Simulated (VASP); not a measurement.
# CoSi2 (P3m1) in VASP: notebook

CoSi2 is run at these levels: PBE; tasks: single point.

Everything below comes from runs of VASP 6.6.1. Logs are shortened: lines on timing, memory, paths and dates and some standing lists are left out, and cuts for length are marked.

## 1. The cell of the first run

It takes space group P3m1 (No. 156, trigonal). Conventional cell: a = 3.790 Å, b = 3.790 Å, c = 12.284 Å, α = 90.00°, β = 90.00°, γ = 120.00°. Within 3.1 Å of Co (site symmetry 3m) lie 4 Si at 2.32 Å. Co (site symmetry 3m) has 8 Si at 2.32 Å within 3.1 Å. Co (site symmetry 3m) has 8 Si at 2.32 Å within 3.1 Å. Si (site symmetry 3m) has 4 Co at 2.32 Å and 6 Si at 2.68 Å within 3.1 Å. Within 3.1 Å of Si (site symmetry 3m) lie 3 Co at 2.32 Å and 6 Si at 2.68 Å. Si (site symmetry 3m) has 4 Co at 2.32 Å and 3 Si at 2.68 Å within 3.1 Å. Within 3.1 Å of Si (site symmetry 3m) lie 1 Co at 2.32 Å and 3 Si at 2.68 Å. Within 3.1 Å of Si (site symmetry 3m) lie 4 Co at 2.32 Å and 6 Si at 2.68 Å.

## 2. Single point, PBE (the distance across one plane changed)

INCAR

```
SYSTEM = CoSi2
  ALGO = Normal
  EDIFF = 1E-7
  ENCUT = 520
  GGA = PE
  ISIF = 2
  ISMEAR = 0
  LASPH = .TRUE.
  LCHARG = .FALSE.
  LREAL = .FALSE.
  LWAVE = .FALSE.
  NBANDS = 36
  NELM = 100
  PREC = Accurate
  SIGMA = 0.15
```

KPOINTS

```
k-points
0
G
  14 14 5
  0 0 0
```

POSCAR

```
CoSi2
1.0
    2.6799390577     -2.6799390577      0.0000000000
    2.6799390577      0.0000000000     -2.6799390577
    7.0919289230      7.0919289230      7.0919289230
Co Si
3 6
Direct
    1.0000000000      0.0000000000      0.7242936651
    0.3333333333      0.3333333333      0.4723698150
    0.6666666667      0.6666666667      0.2204459650
    0.6666666667      0.6666666667      0.4093888525
    1.0000000000      0.0000000000      0.1574650025
    0.3333333333      0.3333333333      0.6613127025
    0.6666666667      0.6666666667      0.0315030774
    1.0000000000      1.0000000000      0.5353507775
    0.3333333333      0.3333333333      0.2834269275
```

Potentials or basis: VASP PAW PBE potentials, release 64 (Co, Si).

The run is started by

```sh
$ cat potpaw_PBE.64/Co/POTCAR potpaw_PBE.64/Si/POTCAR > POTCAR
$ mpirun -np 1 vasp_std > vasp.out
```

OUTCAR:

```text
SYSTEM = CoSi2
   EDIFF = 1E-7
   ENCUT = 520
   GGA = PE
   ISIF = 2
   ISMEAR = 0
   LASPH = .TRUE.
   LREAL = .FALSE.
   NELM = 100
   PREC = Accurate

 ion  position               nearest neighbor table
   1  0.000  0.000  0.724-   6 2.32   6 2.32   6 2.32   8 2.32
   2  0.333  0.333  0.472-   6 2.32   9 2.32   4 2.32   8 2.32   4 2.32   8 2.32   8 2.32   4 2.32

   3  0.667  0.667  0.220-   4 2.32   9 2.32   9 2.32   5 2.32   5 2.32   5 2.32   9 2.32   7 2.32

   4  0.667  0.667  0.409-   3 2.32   2 2.32   2 2.32   2 2.32   9 2.68   9 2.68   8 2.68   8 2.68
                             8 2.68   9 2.68
   5  0.000  0.000  0.157-   3 2.32   3 2.32   3 2.32   9 2.68   9 2.68   9 2.68   7 2.68   7 2.68
                             7 2.68
   6  0.333  0.333  0.661-   2 2.32   1 2.32   1 2.32   1 2.32   8 2.68   8 2.68   8 2.68
   7  0.667  0.667  0.032-   3 2.32   5 2.68   5 2.68   5 2.68
   8  0.000  0.000  0.535-   2 2.32   2 2.32   2 2.32   1 2.32   4 2.68   6 2.68   4 2.68   6 2.68
                             4 2.68   6 2.68
   9  0.333  0.333  0.283-   2 2.32   3 2.32   3 2.32   3 2.32   4 2.68   4 2.68   5 2.68   5 2.68
                             5 2.68   4 2.68

  LATTYP: Found a hexagonal cell.
 ALAT       =     3.7900061617
 C/A-ratio  =     3.2410451841

  Lattice vectors:

 A1 = (  -2.6799390577,   0.0000000000,   2.6799390577)
 A2 = (   2.6799390577,  -2.6799390577,   0.0000000000)
 A3 = (   7.0919289230,   7.0919289230,   7.0919289230)

Analysis of symmetry for initial positions (statically):
=====================================================================
 Subroutine PRICEL returns:
 Original cell was already a primitive cell.

 Routine SETGRP: Setting up the symmetry group for a
 hexagonal supercell.

 Subroutine GETGRP returns: Found  6 space group operations
 (whereof  6 operations were pure point group operations)
 out of a pool of 24 trial point group operations.

The static configuration has the point symmetry C_3v.

Analysis of symmetry for dynamics (positions and initial velocities):
=====================================================================
 Subroutine PRICEL returns:
 Original cell was already a primitive cell.

 Routine SETGRP: Setting up the symmetry group for a
 hexagonal supercell.

 Subroutine GETGRP returns: Found  6 space group operations
 (whereof  6 operations were pure point group operations)
 out of a pool of 24 trial point group operations.

The dynamic configuration has the point symmetry C_3v.

 Subroutine INISYM returns: Found  6 space group operations
[... 118 lines left out ...]
   ISYM   =      2    0-nonsym 1-usesym 2-fastsym
   POTIM  = 0.5000    time-step for ionic-motion
   TEBEG  =    0.0;   TEEND  =   0.0 temperature during run
   PSTRESS=    0.0 pullay stress
   NELECT =      51.0000    total number of electrons
   NUPDOWN=      -1.0000    fix difference up-down
   EMIN   =  10.00;   EMAX   =-10.00  energy-range for DOS
   EFERMI =   0.00;   METHOD = LEGACY
   ISMEAR =     0;   SIGMA  =   0.15  broadening in eV -4-tet -1-fermi 0-gaus
   EFERMI_NEDOS =   21; number of points for ismear=-14 and -15
   IALGO  =     38    algorithm
   IMIX   =      4    mixing-type and parameters
     AMIX     =   0.40;   BMIX     =  1.00
     AMIX_MAG =   1.60;   BMIX_MAG =  1.00
  volume/ion in A,a.u.               =      16.98       114.57
  Fermi-wavevector in a.u.,A,eV,Ry     =   1.135585  2.145945 17.545445  1.289554
  Thomas-Fermi vector in A             =   2.272290
   LORBIT       =      0    0 simple, 1 ext, 2 COOP (PROOUT), +10 PAW based schemes
   GGA     = PE    functional components
   LHFCALC =     F    Hartree Fock is set to
   AEXX    =    0.0000 exact exchange contribution
   IVDW    =     0    specifies the selected vdW correction
   LEPSILON=     F    determine dielectric tensor
   LRPA    =     F    only Hartree local field effects (RPA)
 non-spin polarized calculation
 Gauss-broadening in eV      SIGMA  =   0.15
  energy-cutoff  :      520.00
  volume of cell :      152.80
 maximum number of plane-waves:      4141
   NGX = 15   NGY = 15   NGZ = 45

 number of electron      51.0000005 magnetization

 Free energy of the ion-electron system (eV)
  ---------------------------------------------------
  ext. energy  EPLUGINS =         0.00000000
  ---------------------------------------------------
  free energy    TOTEN  =       -54.24343991 eV

  energy without entropy =      -54.17648541  energy(sigma->0) =      -54.20996266

 E-fermi :   6.4890     XC(G=0): -10.1003

 val. band max:        6.4789142785   @ k =   0.0714   0.0000   0.2000
 cond. band min:       6.4938291581   @ k =  -0.4286   0.2857   0.4000
 fundamental gap:      0.0149148796
 Fermi energy:         6.4889565777

 k-point     1 :       0.0000    0.0000    0.0000
  band No.  band energies     occupation
      1      -6.1625      2.00000
      2      -5.0263      2.00000
      3      -3.1678      2.00000
      4      -1.4380      2.00000
      5       0.5835      2.00000
      6       2.6051      2.00000
[... 925 lines left out ...]
     35      11.4463      0.00000
     36      11.9398      0.00000

 [... further k-points ...]

------------------------ aborting loop because EDIFF is reached ----------------------------------------

  FORCE on cell =-STRESS in cart. coord.  units (eV):
  Direction    XX          YY          ZZ          XY          YZ          ZX
  --------------------------------------------------------------------------------------
  -------------------------------------------------------------------------------------
  Total       -3.6610532     -3.6610532     -3.6610532      1.2454171      1.2454171      1.2454171
  in kB      -38.3867337    -38.3867337    -38.3867337     13.0583993     13.0583993     13.0583993
  external PRESSURE =     -38.3867337 kB  Pullay stress =       0.0000000 kB

 VOLUME and BASIS-vectors are now :
 -----------------------------------------------------------------------------
  energy-cutoff  :      520.00
  volume of cell :      152.80
      direct lattice vectors                 reciprocal lattice vectors
     2.679939058 -2.679939058  0.000000000     0.124380938 -0.248761876  0.124380938
     2.679939058  0.000000000 -2.679939058     0.124380938  0.124380938 -0.248761876
     7.091928923  7.091928923  7.091928923     0.047001787  0.047001787  0.047001787

 POSITION                                       TOTAL-FORCE (eV/Angst)
 -----------------------------------------------------------------------------------
      5.13664      5.13664      5.13664        -0.247909     -0.247909     -0.247909
      5.13664      2.45670      2.45670         0.167807      0.167807      0.167807
      5.13664     -0.22324     -0.22324        -0.235615     -0.235615     -0.235615
      6.47661      1.11673      1.11673        -0.157752     -0.157752     -0.157752
      1.11673      1.11673      1.11673        -0.261290     -0.261290     -0.261290
      6.47661      3.79667      3.79667         0.078737      0.078737      0.078737
      3.79667     -1.56321     -1.56321         0.038464      0.038464      0.038464
      3.79667      3.79667      3.79667         0.353262      0.353262      0.353262
      3.79667      1.11673      1.11673         0.264296      0.264296      0.264296
 -----------------------------------------------------------------------------------
    total drift:                               -0.000256     -0.000256     -0.000256

  FREE ENERGIE OF THE ION-ELECTRON SYSTEM (eV)
  ---------------------------------------------------
  free  energy   TOTEN  =       -54.2434399066 eV

  energy  without entropy=      -54.1764854121  energy(sigma->0) =      -54.20996266
```

stdout:

```text
POSCAR found type information on POSCAR CoSi
 POSCAR found :  2 types and       9 ions
 scaLAPACK will be used
 LDA part: xc-table for (Slater+PW92), standard interpolation
 POSCAR, INCAR and KPOINTS ok, starting setup
 FFT: planning ... GRIDC
 FFT: planning ... GRID_SOFT
 FFT: planning ... GRID
 WAVECAR not read
 entering main loop
```

It took 13 min on 1 thread of Intel Xeon Platinum 8488C (Sapphire Rapids), shared host; peak memory 0.55 GiB.

Results:

```
Free energy            : -54.2434 eV
Pressure               : -3.8 GPa
Largest force          : 0.612 eV/Å
Band gap on the k mesh : zero (an odd number of electrons rules out a gap without spin polarisation)
```

Forces on the atoms (eV/Å):
```
Co  -0.248 -0.248 -0.248
Co   0.168  0.168  0.168
Co  -0.236 -0.236 -0.236
Si  -0.158 -0.158 -0.158
Si  -0.261 -0.261 -0.261
Si   0.079  0.079  0.079
Si   0.038  0.038  0.038
Si   0.353  0.353  0.353
Si   0.264  0.264  0.264
```

Caveat: the cell differs from its parent crystal (the distance across one plane changed); the cell stands under tension; the run has no spin polarisation, though such a crystal can be magnetic. Spin polarisation is off, so any magnetic state and its effect on volume and gap are missing.

## 3. Single point, PBE (the distance across one plane changed)

INCAR

```
SYSTEM = CoSi2
ALGO = Normal ; EDIFF = 1E-6
ENCUT = 520 ; GGA = PE
ISIF = 2 ; ISMEAR = 0
LASPH = .True. ; LCHARG = .False.
LREAL = .False. ; LWAVE = .False.
NBANDS = 36 ; NELM = 60
PREC = Accurate ; SIGMA = 0.15
```

KPOINTS

```
k-points
0
Gamma
  14 14 5
  0 0 0
```

POSCAR

```
CoSi2
1.0
    2.6799390577     -2.6799390577      0.0000000000
    2.6799390577      0.0000000000     -2.6799390577
    8.8239797305      8.8239797305      8.8239797305
Co Si
3 6
Direct
    1.0000000000      0.0000000000      0.5821227325
    0.3333333333      0.3333333333      0.3796487816
    0.6666666667      0.6666666667      0.1771748307
    0.6666666667      0.6666666667      0.3290302939
    1.0000000000      0.0000000000      0.1265563430
    0.3333333333      0.3333333333      0.5315042447
    0.6666666667      0.6666666667      0.0253193676
    1.0000000000      1.0000000000      0.4302672693
    0.3333333333      0.3333333333      0.2277933184
```

Potentials or basis: VASP PAW PBE potentials, release 64 (Co, Si).

The run is started by

```sh
$ cat potpaw_PBE.64/Co/POTCAR potpaw_PBE.64/Si/POTCAR > POTCAR
$ mpirun -np 1 vasp_std > vasp.out
```

Run time: 18 min. Hardware: 1 thread of Intel Xeon Platinum 8488C (Sapphire Rapids), shared host; peak memory 0.65 GiB.

Results (log left out):

```
Free energy            : -54.1110 eV
Pressure               : -2.9 GPa
Largest force          : 0.777 eV/Å
Band gap on the k mesh : zero (an odd number of electrons rules out a gap without spin polarisation)
```

Forces on the atoms (eV/Å):
```
Co  -0.448 -0.448 -0.448
Co   0.231  0.231  0.231
Co  -0.205 -0.205 -0.205
Si  -0.183 -0.183 -0.183
Si  -0.244 -0.244 -0.244
Si   0.163  0.163  0.163
Si   0.063  0.063  0.063
Si   0.344  0.344  0.344
Si   0.280  0.280  0.280
```

Stress tensor (GPa, compression positive):
```
-2.86  1.37  1.37
 1.37 -2.86  1.37
 1.37  1.37 -2.86
```

Levels at points of the mesh, in eV from the Fermi level:
```
           k point  band 24  band 25  band 26  band 27  band 28  band 29
(0.00, 0.00, 0.00)     1.24     1.57     1.57     1.87     2.55     3.05
(0.50, 0.00, 0.00)    -0.75    -0.57    -0.54    -0.22     1.83     1.94
```

Caveat: the cell differs from its parent crystal (the distance across one plane changed); the run has no spin polarisation, though such a crystal can be magnetic. Spin polarisation is off, so any magnetic state and its effect on volume and gap are missing.
